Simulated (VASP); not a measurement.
# TePb (Pm-3m) in VASP: a series of runs

TePb is run at these levels: PBEsol; tasks: single point.

All numbers are computed with VASP 6.6.1; they aren't measurements. Logs are shortened: lines on timing, memory, paths and dates and some standing lists are left out, and cuts for length are marked.

## 1. The cell of the first run

Symmetry: Pm-3m, No. 221, cubic system. Conventional cell: a = 3.940 Å, b = 3.940 Å, c = 3.940 Å, α = 90.00°, β = 90.00°, γ = 90.00°. Within 4.5 Å of Te (site symmetry m-3m) lie 8 Pb at 3.41 Å and 6 Te at 3.94 Å. Within 4.5 Å of Pb (site symmetry m-3m) lie 8 Te at 3.41 Å and 6 Pb at 3.94 Å.

## 2. Single point, PBEsol (strained)

Input file INCAR:

```
SYSTEM = TePb
PREC     = Accurate       ! precision mode
ENCUT    = 520            ! plane-wave cutoff, eV
EDIFF    = 1E-7           ! SCF threshold, eV
ISMEAR   = 0              ! smearing method
SIGMA    = 0.1            ! smearing width, eV
LREAL    = .False.        ! projectors in reciprocal space
LASPH    = .True.         ! aspherical terms in the spheres
NELM     = 60             ! most SCF steps
ALGO     = Normal         ! electronic algorithm
ISIF     = 2              ! what is computed and relaxed
LWAVE    = .False.        ! write WAVECAR
LCHARG   = .False.        ! write CHGCAR
GGA      = PS             ! functional
NBANDS   = 17             ! bands
```

Input file KPOINTS:

```
regular mesh
0
Gamma
  10 10 10
  0 0 0
```

Input file POSCAR:

```
TePb
1.0
    3.9398112999      0.0000000000      0.0000000000
    0.0000000000      3.9398112999      0.0000000000
    0.0000000000      0.0000000000      3.9398112999
Te Pb
1 1
Direct
    0.5000000000      0.5000000000      0.5000000000
    0.0000000000      0.0000000000      0.0000000000
```

Potentials or basis: VASP PAW PBE potentials, release 64 (Te, Pb_d).

Launch:

```sh
$ cat potpaw_PBE.64/Te/POTCAR potpaw_PBE.64/Pb_d/POTCAR > POTCAR
$ mpirun -np 1 vasp_std > vasp.out
```

OUTCAR:

```text
SYSTEM = TePb
   PREC = Accurate
   ENCUT = 520
   EDIFF = 1E-7
   ISMEAR = 0
   LREAL = .False.
   LASPH = .True.
   NELM = 60
   ISIF = 2
   GGA = PS

 ion  position               nearest neighbor table
   1  0.500  0.500  0.500-   2 3.41   2 3.41   2 3.41   2 3.41   2 3.41   2 3.41   2 3.41   2 3.41

   2  0.000  0.000  0.000-   1 3.41   1 3.41   1 3.41   1 3.41   1 3.41   1 3.41   1 3.41   1 3.41

  LATTYP: Found a simple cubic cell.
 ALAT       =     3.9398112999

  Lattice vectors:

 A1 = (   3.9398112999,   0.0000000000,   0.0000000000)
 A2 = (   0.0000000000,   3.9398112999,   0.0000000000)
 A3 = (   0.0000000000,   0.0000000000,   3.9398112999)

Analysis of symmetry for initial positions (statically):
=====================================================================
 Subroutine PRICEL returns:
 Original cell was already a primitive cell.

 Routine SETGRP: Setting up the symmetry group for a
 simple cubic supercell.

 Subroutine GETGRP returns: Found 48 space group operations
 (whereof 48 operations were pure point group operations)
 out of a pool of 48 trial point group operations.

The static configuration has the point symmetry O_h .

Analysis of symmetry for dynamics (positions and initial velocities):
=====================================================================
 Subroutine PRICEL returns:
 Original cell was already a primitive cell.

 Routine SETGRP: Setting up the symmetry group for a
 simple cubic supercell.

 Subroutine GETGRP returns: Found 48 space group operations
 (whereof 48 operations were pure point group operations)
 out of a pool of 48 trial point group operations.

The dynamic configuration has the point symmetry O_h .

 Subroutine INISYM returns: Found 48 space group operations
 (whereof 48 operations are pure point group operations),
 and found     1 'primitive' translations

----------------------------------------------------------------------------------------

                                     Primitive cell

  volume of cell :      61.1542

  direct lattice vectors                    reciprocal lattice vectors
     3.939811300  0.000000000  0.000000000     0.253819263  0.000000000  0.000000000
     0.000000000  3.939811300  0.000000000     0.000000000  0.253819263  0.000000000
     0.000000000  0.000000000  3.939811300     0.000000000  0.000000000  0.253819263

  length of vectors
[... 80 lines left out ...]
   ENCUT  =  520.0 eV  38.22 Ry    6.18 a.u.   7.33  7.33  7.33*2*pi/ulx,y,z
   NELM   =     60;   NELMIN=  2; NELMDL= -5     # of ELM steps
   EDIFF  = 0.1E-06   stopping-criterion for ELM
   LREAL  =      F    real-space projection
   EDIFFG = 0.1E-05   stopping-criterion for IOM
   NSW    =      0    number of steps for IOM
   IBRION =     -1    ionic relax: 0-MD 1-quasi-New 2-CG
   NFREE  =      0    steps in history (QN), initial steepest desc. (CG)
   ISIF   =      2    stress and relaxation
   ISYM   =      2    0-nonsym 1-usesym 2-fastsym
   POTIM  = 0.5000    time-step for ionic-motion
   TEBEG  =    0.0;   TEEND  =   0.0 temperature during run
   PSTRESS=    0.0 pullay stress
   NELECT =      20.0000    total number of electrons
   NUPDOWN=      -1.0000    fix difference up-down
   EMIN   =  10.00;   EMAX   =-10.00  energy-range for DOS
   EFERMI =   0.00;   METHOD = LEGACY
   ISMEAR =     0;   SIGMA  =   0.10  broadening in eV -4-tet -1-fermi 0-gaus
   EFERMI_NEDOS =   21; number of points for ismear=-14 and -15
   IALGO  =     38    algorithm
   IMIX   =      4    mixing-type and parameters
     AMIX     =   0.40;   BMIX     =  1.00
     AMIX_MAG =   1.60;   BMIX_MAG =  1.00
  volume/ion in A,a.u.               =      30.58       206.34
  Fermi-wavevector in a.u.,A,eV,Ry     =   1.127914  2.131449 17.309203  1.272191
  Thomas-Fermi vector in A             =   2.264602
   LORBIT       =      0    0 simple, 1 ext, 2 COOP (PROOUT), +10 PAW based schemes
   GGA     = PS    functional components
   LHFCALC =     F    Hartree Fock is set to
   AEXX    =    0.0000 exact exchange contribution
   IVDW    =     0    specifies the selected vdW correction
   LEPSILON=     F    determine dielectric tensor
   LRPA    =     F    only Hartree local field effects (RPA)
 non-spin polarized calculation
 Gauss-broadening in eV      SIGMA  =   0.10
  energy-cutoff  :      520.00
  volume of cell :       61.15
 maximum number of plane-waves:      1671
 NGX is ok and might be reduce to    30
   NGX = 15   NGY = 15   NGZ = 15

 number of electron      19.9999994 magnetization

 Free energy of the ion-electron system (eV)
  ---------------------------------------------------
  ext. energy  EPLUGINS =         0.00000000
  ---------------------------------------------------
  free energy    TOTEN  =        -7.87641810 eV

  energy without entropy =       -7.86930795  energy(sigma->0) =       -7.87286303

 E-fermi :   6.6780     XC(G=0): -10.0516

 val. band max:        6.6685157907   @ k =   0.5000   0.4000   0.4000
 cond. band min:       6.6920073470   @ k =   0.4000   0.4000   0.3000
 fundamental gap:      0.0234915562
 Fermi energy:         6.6779593473

 k-point     1 :       0.0000    0.0000    0.0000
  band No.  band energies     occupation
      1     -10.2513      2.00000
      2     -10.2513      2.00000
      3     -10.1547      2.00000
      4     -10.1547      2.00000
      5     -10.1547      2.00000
      6      -5.7351      2.00000
[... 457 lines left out ...]
      4     -10.1784      2.00000
      5     -10.1588      2.00000
      6      -4.8500      2.00000
[... 9 lines left out ...]
     16      15.6546      0.00000
     17      15.6671      0.00000

 [... further k-points ...]

------------------------ aborting loop because EDIFF is reached ----------------------------------------

  FORCE on cell =-STRESS in cart. coord.  units (eV):
  Direction    XX          YY          ZZ          XY          YZ          ZX
  --------------------------------------------------------------------------------------
  -------------------------------------------------------------------------------------
  Total       -0.4240315     -0.4240315     -0.4240315     -0.0000000      0.0000000     -0.0000000
  in kB      -11.1091899    -11.1091899    -11.1091899     -0.0000000      0.0000000     -0.0000000
  external PRESSURE =     -11.1091899 kB  Pullay stress =       0.0000000 kB

 VOLUME and BASIS-vectors are now :
 -----------------------------------------------------------------------------
  energy-cutoff  :      520.00
  volume of cell :       61.15
      direct lattice vectors                 reciprocal lattice vectors
     3.939811300  0.000000000  0.000000000     0.253819263  0.000000000  0.000000000
     0.000000000  3.939811300  0.000000000     0.000000000  0.253819263  0.000000000
     0.000000000  0.000000000  3.939811300     0.000000000  0.000000000  0.253819263

 POSITION                                       TOTAL-FORCE (eV/Angst)
 -----------------------------------------------------------------------------------
      1.96991      1.96991      1.96991         0.000000      0.000000      0.000000
      0.00000      0.00000      0.00000         0.000000      0.000000      0.000000
 -----------------------------------------------------------------------------------
    total drift:                                0.000000     -0.000000     -0.000000

  FREE ENERGIE OF THE ION-ELECTRON SYSTEM (eV)
  ---------------------------------------------------
  free  energy   TOTEN  =        -7.8764181044 eV

  energy  without entropy=       -7.8693079491  energy(sigma->0) =       -7.87286303
```

Wall time 33 s (1 thread of Intel Xeon 6975P-C (Granite Rapids), shared host); peak memory 0.2 GiB.

Results:

```yaml
Free_energy: -7.8764 eV
Pressure: -1.1 GPa
Band_gap_on_the_k_mesh: zero (band 10 reaches 7.00 eV, above the bottom of band 11 at 5.56 eV)
```

Caveat: the cell differs from its parent crystal (strained); the PAW data sets were made with another functional, which shifts forces and pressure a little; spin-orbit coupling is left out, which moves the levels of the heavy elements.

## 3. Single point, PBEsol (strained)

Input file INCAR:

```
SYSTEM = TePb
PREC = Accurate ; ENCUT = 520
EDIFF = 1E-6 ; ISMEAR = 0
SIGMA = 0.1 ; LREAL = .FALSE.
LASPH = .TRUE. ; NELM = 100
ALGO = Normal ; ISIF = 2
LWAVE = .FALSE. ; LCHARG = .FALSE.
GGA = PS ; NBANDS = 17
```

Input file KPOINTS:

```
Automatic mesh
0
G
  10 10 10
  0 0 0
```

Input file POSCAR:

```
TePb
1.0
    4.0234590982      0.0000000000      0.0000000000
    0.0000000000      4.0234590982      0.0000000000
    0.0000000000      0.0000000000      4.0234590982
Te Pb
1 1
Direct
    0.5000000000      0.5000000000      0.5000000000
    0.0000000000      0.0000000000      0.0000000000
```

Potentials or basis: VASP PAW PBE potentials, release 64 (Te, Pb_d).

Launch:

```sh
$ cat potpaw_PBE.64/Te/POTCAR potpaw_PBE.64/Pb_d/POTCAR > POTCAR
$ mpirun -np 1 vasp_std > vasp.out
```

Run time: 31 s. Hardware: 1 thread of AMD EPYC 7R43 (Zen 3), shared host; peak memory 0.18 GiB.

The run converged. Its results:

* Free energy: -7.8197 eV
* Pressure: -3.4 GPa
* Band gap on the k mesh: zero (band 10 reaches 6.26 eV, above the bottom of band 11 at 5.02 eV)

Levels at points of the mesh, in eV from the Fermi level:
| k point | band 7 | band 8 | band 9 | band 10 | band 11 | band 12 | band 13 | band 14 |
| --- | --- | --- | --- | --- | --- | --- | --- | --- |
| (0.00, 0.00, 0.00) | -6.75 | -1.45 | -1.45 | -1.45 | 4.07 | 4.07 | 5.22 | 5.22 |
| (0.50, 0.00, 0.00) | -8.92 | -0.72 | -0.07 | -0.07 | 0.21 | 2.38 | 2.38 | 5.42 |
| (0.50, 0.50, 0.00) | -7.81 | -4.23 | -4.23 | 0.30 | 3.54 | 3.72 | 3.72 | 6.02 |
| (0.50, 0.50, 0.50) | -7.09 | -2.34 | -2.34 | -2.34 | -0.94 | -0.94 | -0.94 | 13.41 |

Caveat: the cell differs from its parent crystal (strained); the PAW data sets were made with another functional, which shifts forces and pressure a little; spin-orbit coupling is left out, which moves the levels of the heavy elements.
